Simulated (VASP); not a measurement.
# MoS2 in VASP: notebook, part 2 of 2

VASP 6.6.1. Earlier steps stand in the parts before.

## 5. Single point, r2SCAN

Contents of POSCAR:

```
MoS2
1.0
    3.1845410000      0.0000000000      0.0000000000
   -1.5922705000      2.7578934054      0.0000000000
    0.0000000000      0.0000000000     21.6705350000
Mo S
2 4
Direct
    0.6666666667      0.3333333333      0.1488400000
    0.3333333333      0.6666666667      0.8511600000
    0.3333333333      0.6666666667      0.2203750000
    0.6666666667      0.3333333333      0.7796250000
    0.6666666667      0.3333333333      0.9227490000
    0.3333333333      0.6666666667      0.0772510000
```

Contents of INCAR.step1:

```
SYSTEM = MoS2
ALGO     = Normal         ! electronic algorithm
EDIFF    = 1E-5           ! SCF threshold, eV
ENCUT    = 550            ! plane-wave cutoff, eV
GGA      = PE             ! functional
GGA_COMPAT= .False.      
ISMEAR   = -1             ! smearing method
LASPH    = .True.         ! aspherical terms in the spheres
LCHARG   = .False.        ! write CHGCAR
LREAL    = .False.        ! projectors in reciprocal space
LWAVE    = .True.         ! write WAVECAR
NBANDS   = 35             ! bands
NELM     = 120            ! most SCF steps
PREC     = Accurate       ! precision mode
SIGMA    = 0.05           ! smearing width, eV
```

Contents of INCAR.step2:

```
SYSTEM = MoS2
ALGO     = Normal         ! electronic algorithm
EDIFF    = 1E-6           ! SCF threshold, eV
ENCUT    = 550            ! plane-wave cutoff, eV
GGA_COMPAT= .False.      
ISIF     = 2              ! what is computed and relaxed
ISMEAR   = -1             ! smearing method
ISTART   = 1            
LASPH    = .True.         ! aspherical terms in the spheres
LCHARG   = .True.         ! write CHGCAR
LELF     = .True.         ! ELF
LMIXTAU  = .True.       
LREAL    = .False.        ! projectors in reciprocal space
LVHAR    = .True.       
LWAVE    = .False.        ! write WAVECAR
METAGGA  = R2SCAN         ! meta-GGA
NBANDS   = 35             ! bands
NELM     = 120            ! most SCF steps
PREC     = Accurate       ! precision mode
SIGMA    = 0.05           ! smearing width, eV
```

Contents of KPOINTS:

```
k-points
0
Gamma
  8 8 1
  0 0 0
```

Potentials or basis: VASP PAW PBE potentials, release 64 (Mo_sv, S).

On the command line:

```bash
$ cat potpaw_PBE.64/Mo_sv/POTCAR potpaw_PBE.64/S/POTCAR > POTCAR
$ cp INCAR.step1 INCAR
$ mpirun -np 1 vasp_std > vasp.out
$ cp INCAR.step2 INCAR
$ mpirun -np 1 vasp_std > vasp.out
```

OUTCAR:

```text
SYSTEM = MoS2
   EDIFF = 1E-6
   ENCUT = 550
   ISIF = 2
   ISMEAR = -1
   ISTART = 1
   LASPH = .True.
   LREAL = .False.
   METAGGA = R2SCAN
   NELM = 120
   PREC = Accurate

 ion  position               nearest neighbor table
   1  0.667  0.333  0.149-   3 2.40   3 2.40   3 2.40   6 2.41   6 2.41   6 2.41
   2  0.333  0.667  0.851-   4 2.40   4 2.40   4 2.40   5 2.41   5 2.41   5 2.41
   3  0.333  0.667  0.220-   1 2.40   1 2.40   1 2.40
   4  0.667  0.333  0.780-   2 2.40   2 2.40   2 2.40
   5  0.667  0.333  0.923-   2 2.41   2 2.41   2 2.41
   6  0.333  0.667  0.077-   1 2.41   1 2.41   1 2.41

  LATTYP: Found a hexagonal cell.
 ALAT       =     3.1845410000
 C/A-ratio  =     6.8049163129

  Lattice vectors:

 A1 = (   3.1845410000,   0.0000000000,   0.0000000000)
 A2 = (  -1.5922705000,   2.7578934054,   0.0000000000)
 A3 = (   0.0000000000,   0.0000000000,  21.6705350000)

Analysis of symmetry for initial positions (statically):
=====================================================================
 Subroutine PRICEL returns:
 Original cell was already a primitive cell.

 Routine SETGRP: Setting up the symmetry group for a
 hexagonal supercell.

 Subroutine GETGRP returns: Found 12 space group operations
 (whereof 12 operations were pure point group operations)
 out of a pool of 24 trial point group operations.

The static configuration has the point symmetry D_3d.

Analysis of symmetry for dynamics (positions and initial velocities):
=====================================================================
 Subroutine PRICEL returns:
 Original cell was already a primitive cell.

 Routine SETGRP: Setting up the symmetry group for a
 hexagonal supercell.

 Subroutine GETGRP returns: Found 12 space group operations
 (whereof 12 operations were pure point group operations)
[... 111 lines left out ...]
   EFERMI_NEDOS =   21; number of points for ismear=-14 and -15
   IALGO  =     38    algorithm
   IMIX   =      4    mixing-type and parameters
     AMIX     =   0.40;   BMIX     =  1.00
     AMIX_MAG =   1.60;   BMIX_MAG =  1.00
  volume/ion in A,a.u.               =      31.72       214.06
  Fermi-wavevector in a.u.,A,eV,Ry     =   1.062294  2.007444 15.353739  1.128468
  Thomas-Fermi vector in A             =   2.197739
   LORBIT       =      0    0 simple, 1 ext, 2 COOP (PROOUT), +10 PAW based schemes
   METAGGA = R2SCAN    functional components
   LHFCALC =     F    Hartree Fock is set to
   AEXX    =    0.0000 exact exchange contribution
   IVDW    =     0    specifies the selected vdW correction
   LEPSILON=     F    determine dielectric tensor
   LRPA    =     F    only Hartree local field effects (RPA)
 non-spin polarized calculation
  energy-cutoff  :      550.00
  volume of cell :      190.32
 maximum number of plane-waves:      5632
   NGX = 13   NGY = 13   NGZ = 83

 number of electron      51.9999998 magnetization

 Free energy of the ion-electron system (eV)
  ---------------------------------------------------
  ext. energy  EPLUGINS =         0.00000000
  ---------------------------------------------------
  free energy    TOTEN  =       -90.04224659 eV

  energy without entropy =      -90.04224655  energy(sigma->0) =      -90.04224657

 E-fermi :   2.1798     XC(G=0):  -6.8414

 val. band max:        1.4762865029   @ k =   0.0000   0.0000   0.0000
 cond. band min:       3.0048487419   @ k =   0.3750   0.2500   0.0000
 fundamental gap:      1.5285622390
 Fermi energy:         2.1797916252

 k-point     1 :       0.0000    0.0000    0.0000
  band No.  band energies     occupation
      1     -61.7242      2.00000
      2     -61.7242      2.00000
      3     -35.1366      2.00000
      4     -35.1366      2.00000
      5     -34.9292      2.00000
      6     -34.9292      2.00000
[... 369 lines left out ...]
     34       6.2372      0.00000
     35       8.3207      0.00000

------------------------ aborting loop because EDIFF is reached ----------------------------------------

  FORCE on cell =-STRESS in cart. coord.  units (eV):
  Direction    XX          YY          ZZ          XY          YZ          ZX
  --------------------------------------------------------------------------------------
  -------------------------------------------------------------------------------------
  Total        0.0807368      0.0807368      0.2046213      0.0000000      0.0000000      0.0000000
  in kB        0.6796543      0.6796543      1.7225330      0.0000000      0.0000000      0.0000000
  external PRESSURE =       1.0272805 kB  Pullay stress =       0.0000000 kB

 VOLUME and BASIS-vectors are now :
 -----------------------------------------------------------------------------
  energy-cutoff  :      550.00
  volume of cell :      190.32
      direct lattice vectors                 reciprocal lattice vectors
     3.184541000  0.000000000  0.000000000     0.314016996  0.181297797  0.000000000
    -1.592270500  2.757893405  0.000000000     0.000000000  0.362595595  0.000000000
     0.000000000  0.000000000 21.670535000     0.000000000  0.000000000  0.046145607

 POSITION                                       TOTAL-FORCE (eV/Angst)
 -----------------------------------------------------------------------------------
      1.59227      0.91930      3.22544         0.000000     -0.000000     -0.004620
     -0.00000      1.83860     18.44509        -0.000000      0.000000      0.004620
     -0.00000      1.83860      4.77564        -0.000000      0.000000      0.039153
      1.59227      0.91930     16.89489        -0.000000      0.000000     -0.039153
      1.59227      0.91930     19.99646        -0.000000      0.000000      0.025427
     -0.00000      1.83860      1.67407         0.000000     -0.000000     -0.025427
 -----------------------------------------------------------------------------------
    total drift:                                0.000000     -0.000000      0.000000

  FREE ENERGIE OF THE ION-ELECTRON SYSTEM (eV)
  ---------------------------------------------------
  free  energy   TOTEN  =       -90.0422465889 eV

  energy  without entropy=      -90.0422465481  energy(sigma->0) =      -90.04224657
```

It took 2 min on 1 thread of Intel Xeon 6975P-C (Granite Rapids), shared host; peak memory 0.35 GiB.

Results:

| Item | Value |
| --- | --- |
| Free energy | -90.0422 eV |
| Largest force | 0.039 eV/Å |
| Band gap on the k mesh | 1.53 eV (least direct gap 2.07 eV) |

Forces in eV/Å, atoms in the order of the input:
```
Mo   0.000  0.000 -0.005
Mo   0.000  0.000  0.005
S    0.000  0.000  0.039
S    0.000  0.000 -0.039
S    0.000  0.000  0.025
S    0.000  0.000 -0.025
```

Levels at points of the mesh, in eV from the valence-band top:
```csv
k point,band 24,band 25,band 26,band 27,band 28,band 29
"(0.00, 0.00, 0.00)",-1.84,-0.49,0.00,2.54,2.54,2.55
"(0.50, 0.00, 0.00)",-1.49,-1.06,-1.03,1.97,1.99,2.47
```

Caveat: the PAW data sets were made with another functional, which shifts forces and pressure a little.

## 6. The runs side by side

```tsv
k mesh	gap on the mesh (eV)	largest force (eV/Å)
3 × 3 × 1	1.39	0.14
4 × 4 × 1	1.82	0.01
6 × 6 × 1	1.34	0.04
8 × 8 × 1	1.53	0.04
```

Alike in all rows: task single point; level r2SCAN; potentials or basis VASP PAW PBE potentials, release 64 (Mo_sv, S); no spin polarisation; cell as given; cutoff (eV) 550; smearing fermi-dirac 0.05 eV.

Caveats: some runs use coarse meshes; the PAW data sets were made with another functional, which shifts forces and pressure a little.

Absolute energies hang on the potentials; compare differences alone.
